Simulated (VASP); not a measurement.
Crystal: BN (rocksalt type).

```
CELL_PARAMETERS angstrom
0.00000 1.66874 1.66874
1.66874 0.00000 1.66874
1.66874 1.66874 0.00000
ATOMIC_POSITIONS crystal
B 0.00000 0.00000 0.00000
N 0.50000 0.50000 0.50000
```

Base run:

* Program: VASP 6.6.1
* Functional: PBEsol
* Potentials or basis: VASP PAW PBE potentials, release 64 (B, N)
* Cutoff: 600 eV
* k mesh: 15 × 15 × 15
* Occupations: fermi-dirac, width 0.1 eV
* Spin: no spin polarisation

Its results: band gap on the k mesh 2.37 eV (least direct gap 6.39 eV); pressure 65.7 GPa.

Question: The run is repeated on the same cell with these changes: functional from PBEsol to r2SCAN; cutoff from 600 eV to 660 eV. What comes out?

Answer: Band gap on the k mesh 2.53 eV (least direct gap 7.12 eV); pressure 71.0 GPa.

Caveats: the cell stands under pressure; the PAW data sets were made with another functional, which shifts forces and pressure a little; an odd mesh through Γ misses points on the zone boundary, where band edges can lie.
